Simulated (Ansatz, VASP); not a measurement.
# One calculation of Cd, two programs

INCAR

```
SYSTEM = Cd
ALGO = Normal
EDIFF = 1E-8
ENCUT = 520
GGA = PS
ISIF = 2
ISMEAR = -1
LASPH = .True.
LCHARG = .False.
LEFG = .True.
LREAL = .False.
LWAVE = .False.
NBANDS = 19
NELM = 60
PREC = Accurate
SIGMA = 0.05
```

Contents of KPOINTS:

```
k-points
0
Gamma
  16 16 7
  0 0 0
```

Contents of POSCAR:

```
Cd
1.0
    3.0180726944      0.0000000000      0.0000000000
   -1.5090363471      2.6137276237      0.0000000000
    0.0000000000      0.0000000000      5.6915749249
Cd
2
Direct
    0.3333333333      0.6666666667      0.2500000000
    0.6666666667      0.3333333333      0.7500000000
```

Input for Ansatz:

```yaml
crystal:
  lattice:
    - [3.0180726944, 0.0, 0.0]
    - [-1.5090363471, 2.6137276237, 0.0]
    - [0.0, 0.0, 5.6915749249]
  atoms:
    - { symbol: Cd, position: [0.3333333333, 0.6666666667, 0.25] }
    - { symbol: Cd, position: [0.6666666667, 0.3333333333, 0.75] }
kpoints:
  mp_grid: { grid: [16, 16, 7] }
scf:
  occupations: { method: fermi_dirac, width: 0.05 }
hamiltonian:
  xc: pbesol
  pseudopotentials: { kind: paw }
output:
  forces: true
  stress: true
  eigenvalues: true
  efg: { contact_densities: true }
```

Change from the starting cell: volume scaled by 1.04, PAW files.

Alike in both runs: task electric field gradients; functional PBEsol; k mesh 16 × 16 × 7; occupations fermi-dirac, width 0.05 eV; no spin polarisation.

|  | VASP | Ansatz |
| --- | --- | --- |
| version | VASP 6.6.1 | Ansatz 0.2.0 |
| potentials or method | VASP PAW PBE potentials, release 64 (Cd) | PAW with Ansatz's default frozen-core files, scalar-relativistic |
| plane-wave cutoff (eV) | 520 | 420 |
| valence electrons in the cell | 24 | 40 |

Ansatz gave:

- pressure (GPa): -3.4
- traceless stress, the component that is largest in VASP (GPa): 0.47
- size of Vzz on the site where it differs most (V/Å²): 68.3

Which values does VASP return?

Pressure (GPa): -3.1; traceless stress, the component that is largest in VASP (GPa): 0.35; size of Vzz on the site where it differs most (V/Å²): 74.1.

VASP's potentials were made for PBE, not for PBEsol. VASP's potentials hold 24 valence electrons a cell and Ansatz's 40, so a difference there can come from the potentials and not from the codes.
